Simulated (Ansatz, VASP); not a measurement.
**Li in VASP and in Ansatz**

```
Li
1.0
     4.04950    0.00000    0.00000
     0.00000    4.04950    0.00000
     0.00000    0.00000    4.04950
Li
3
Cartesian
  2.0247 0.0000 0.0000
  0.0000 2.0247 0.0000
  0.0000 0.0000 2.0247
```

Alike in both runs: task relaxation of cell and atoms; functional PBE; k mesh 12 × 12 × 12; occupations gaussian, width 0.1 eV; no spin polarisation.

|  | VASP | Ansatz |
| --- | --- | --- |
| version | VASP 6.6.1 | Ansatz 0.2.0 |
| potentials or method | VASP PAW PBE potentials, release 64 (Li_sv), cutoff 600 eV | scalar-relativistic, plane waves, PAW |
| valence electrons in the cell | 9 | 9 |

|  | VASP | Ansatz | Ansatz less VASP |
| --- | --- | --- | --- |
| gap on the k mesh at the Fermi level, each at its own relaxed structure (eV) | none | none | - |
| relaxed volume (Å³/atom) | 23.08 | 23.34 | +0.260 |
| relaxed cell length with the largest relative difference (Å) | 4.107 | 4.122 | +0.0153 |

A gap of «none» marks a metal or a gap that the smearing closes.

Noted on VASP's run: the cutoff is short for stress, so the pressure is rough.
